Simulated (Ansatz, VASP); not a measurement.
## Two plane-wave programs on GaSb

```
Ga Sb
1.0
    -1.52952    2.62966    2.84426
     1.52952   -2.62966    2.84426
     1.52952    2.62966   -2.84426
Ga Sb
1 1
Cartesian
  0.0000 0.0000 0.0000
  0.0000 0.0000 2.8443
```

Alike in both runs: task single point; functional LDA; k mesh 8 × 8 × 8; occupations fermi-dirac, width 0.1 eV; no spin polarisation.

|  | VASP | Ansatz |
| --- | --- | --- |
| version | VASP 6.6.1 | Ansatz 0.2.0 |
| potentials or method | VASP PAW LDA potentials, release 64 (Ga_d, Sb), cutoff 500 eV | plane waves, PAW |
| valence electrons in the cell | 18 | 28 |

VASP gave:

| Property | Result |
| --- | --- |
| pressure (GPa) | -1.9 |
| traceless stress, the component that is largest in VASP (GPa) | 2.88 |

Problem. What did Ansatz give for the same quantities?

Solution. Pressure (GPa): -2.0; traceless stress, the component that is largest in VASP (GPa): 2.87.

LDA's correlation is that of Perdew and Zunger in VASP and of Perdew and Wang (1992) in Ansatz. VASP's potentials hold 18 valence electrons a cell and Ansatz's 28, so a difference there can come from the potentials and not from the codes. Ansatz's warnings: stress scf threshold loose.

Neither program's run includes spin-orbit coupling.
